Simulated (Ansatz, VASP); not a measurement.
## Hf in VASP and in Ansatz

```
Hf
1.0
    -1.80500    1.80500    1.89525
     1.80500   -1.80500    1.89525
     1.80500    1.80500   -1.89525
Hf
1
Direct
  0.00000 0.00000 0.00000
```

Change from the starting cell: strain +0.0500 x Voigt [0, 0, 1, 0, 0, 0], atoms carried along.

Alike in both runs: task single point; functional PBEsol; k mesh 18 × 18 × 18; occupations gaussian, width 0.15 eV; no spin polarisation.

|  | VASP | Ansatz |
| --- | --- | --- |
| version | VASP 6.6.1 | Ansatz 0.2.0 |
| potentials or method | VASP PAW PBE potentials, release 64 (Hf_pv), cutoff 520 eV | scalar-relativistic, plane waves, PAW |
| valence electrons in the cell | 10 | 26 |

```tsv
	VASP	Ansatz	Ansatz less VASP
gap on the k mesh at the Fermi level (eV)	none	none	-
pressure (GPa)	-12.6	-12.2	+0.33
traceless stress, the component that is largest in VASP (GPa)	1.49	1.46	-0.033
```

VASP's potentials were made for PBE, not for PBEsol. A gap of «none» marks a metal or a gap that the smearing closes. The functional is the same, so the differences come from potentials, cutoffs and numerics. VASP's potentials hold 10 valence electrons a cell and Ansatz's 26, so a difference there can come from the potentials and not from the codes.

Neither program's run includes spin-orbit coupling.
